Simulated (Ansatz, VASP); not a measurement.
## KCl: VASP beside Ansatz

The input INCAR:

```
PREC = Accurate ; ENCUT = 500
EDIFF = 1E-6 ; ISMEAR = -1
SIGMA = 0.02 ; LREAL = False
LASPH = True ; NELM = 120
ALGO = Normal ; ISIF = 2
LWAVE = False ; LCHARG = False
GGA = PE ; NBANDS = 15
GGA_COMPAT = False
```

The input KPOINTS:

```
regular mesh
0
Gamma
  6 6 6
```

Contents of POSCAR:

```
KCl
1.0
    0.0000000000      3.5072828324      3.4676505364
    3.5072828324      0.0000000000      3.4676505364
    3.5072828324      3.5072828324      0.0000000000
K Cl
1 1
Direct
    0.0000000000      0.0000000000      0.0000000000
    0.2500000000      0.2500000000      0.2500000000
```

Input for Ansatz:

```yaml
crystal:
  lattice:
    - [0.0, 3.5072828324, 3.4676505364]
    - [3.5072828324, 0.0, 3.4676505364]
    - [3.5072828324, 3.5072828324, 0.0]
  atoms:
    - { symbol: K, position: [0.0, 0.0, 0.0] }
    - { symbol: Cl, position: [0.25, 0.25, 0.25] }
kpoints:
  mp_grid: { grid: [6, 6, 6] }
  band_path:
    path:
      - [0.0, 0.0, 0.0]
      - [-0.5, -0.5, 0.0]
      - [-0.375, -0.375, 0.25]
      - [-0.375, 0.0, 0.375]
      - [0.0, 0.0, 0.5]
      - [-0.5, -0.25, 0.25]
      - [0.0, 0.5, 0.5]
    npoints: 1
hamiltonian:
  xc: pbe
scf:
  occupations: { method: fermi_dirac, width: 0.02 }
  n_extra_bands: 4
output:
  forces: true
  stress: true
  eigenvalues: true
```

Change from the starting cell: uniaxial_z strain -1.1%.

Alike in both runs: task single point; functional PBE; k mesh 6 × 6 × 6; occupations fermi-dirac, width 0.02 eV; no spin polarisation.

|  | VASP | Ansatz |
| --- | --- | --- |
| version | VASP 6.6.1 | Ansatz 0.2.0 |
| potentials or method | VASP PAW PBE potentials, release 64 (K_sv, Cl) | plane waves, PAW |
| plane-wave cutoff (eV) | 500 | 420 |
| valence electrons in the cell | 16 | 16 |

|  | VASP | Ansatz | Ansatz less VASP |
| --- | --- | --- | --- |
| gap on the k mesh at the Fermi level (eV) | 4.79 | 4.79 | +0.001 |
| pressure (GPa) | 0.4 | 0.4 | -0.01 |
